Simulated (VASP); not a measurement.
A run of VASP 6.6.1:

File POSCAR:

```
TcMo
1.0
    1.5490510000     -2.2403620000      0.0000000000
    1.5490510000      2.2403620000      0.0000000000
    0.0000000000      0.0000000000      4.4224910000
Tc Mo
1 1
Direct
    0.5000000000      0.5000000000      0.5000000000
    0.0000000000      0.0000000000      0.0000000000
```

INCAR.step1

```
SYSTEM = TcMo
PREC = Accurate
ENCUT = 520
ISMEAR = -1
SIGMA = 0.1
LREAL = .False.
LASPH = .True.
NELM = 60
NBANDS = 20
GGA = PE
ALGO = Normal
EDIFF = 1E-4
LWAVE = .True.
LCHARG = .False.
```

INCAR.step2

```
SYSTEM = TcMo
PREC = Accurate
ENCUT = 520
EDIFF = 1E-7
ISMEAR = -1
SIGMA = 0.1
LREAL = .False.
LASPH = .True.
NELM = 60
ALGO = Normal
ISIF = 2
LWAVE = .False.
LCHARG = .True.
METAGGA = R2SCAN
LMIXTAU = .True.
LELF = .True.
LVHAR = .True.
NBANDS = 20
ISTART = 1
```

The input KPOINTS:

```
regular mesh
0
Gamma
  3 3 2
  0 0 0
```

Potentials or basis: VASP PAW PBE potentials, release 64 (Tc_pv, Mo_sv).

Launch:

```console
$ cat potpaw_PBE.64/Tc_pv/POTCAR potpaw_PBE.64/Mo_sv/POTCAR > POTCAR
$ cp INCAR.step1 INCAR
$ mpirun -np 1 vasp_std > vasp.out
$ cp INCAR.step2 INCAR
$ mpirun -np 1 vasp_std > vasp.out
```

Hardware: 1 thread of Intel(R) Xeon(R) Platinum 8259CL CPU @ 2.50GHz (Skylake/Cascade Lake), with other jobs on the host.

Problem. Estimate the wall time of this run.

Solution. Run time: 23 s on 1 thread of Intel(R) Xeon(R) Platinum 8259CL CPU @ 2.50GHz (Skylake/Cascade Lake), on a shared host, peak memory 0.15 GiB. Counts: k points 8.
